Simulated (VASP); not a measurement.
Write the native input for VASP 6.6.1 that does the following.

| Property | Result |
| --- | --- |
| Task | single point |
| Functional | PBE |
| Potentials or basis | VASP PAW PBE potentials, release 64 (Ga_d, P) |
| Cutoff | 520 eV |
| k mesh | 12 × 12 × 12 |
| Occupations | fermi-dirac, width 0.08 eV |
| Spin | no spin polarisation |
| Dipole correction | no |
| Further INCAR settings | ALGO = Normal; EDIFF = 1e-06; NBANDS = 16 |

The structure of GaP lies in POSCAR:

```
GaP
1.0
    0.0000000000      2.7252500000      2.7252500000
    2.7252500000      0.0000000000      2.7252500000
    2.7252500000      2.7252500000      0.0000000000
Ga P
1 1
Direct
    0.0000000000      0.0000000000      0.0000000000
    0.7500000000      0.7500000000      0.7500000000
```

One way to write it, as run:

INCAR

```
SYSTEM = GaP
  PREC = Accurate
  ENCUT = 520
  EDIFF = 1E-6
  ISMEAR = -1
  SIGMA = 0.08
  LREAL = .FALSE.
  LASPH = .TRUE.
  NELM = 60
  ALGO = Normal
  ISIF = 2
  LWAVE = .FALSE.
  LCHARG = .FALSE.
  GGA = PE
  NBANDS = 16
```

KPOINTS

```
regular mesh
0
G
  12 12 12
  0 0 0
```

Potentials or basis: VASP PAW PBE potentials, release 64 (Ga_d, P).

Launch:

```bash
$ cat potpaw_PBE.64/Ga_d/POTCAR potpaw_PBE.64/P/POTCAR > POTCAR
$ mpirun -np 1 vasp_std > vasp.out
```

It gave:

```json
{"Pressure": "2.4 GPa", "Band gap on the k mesh": "1.59 eV, indirect (least direct gap 1.83 eV)"}
```

Run time: 95 s on 1 thread of AMD EPYC 7R13 Processor (Zen 3), on a shared host, peak memory 0.16 GiB.
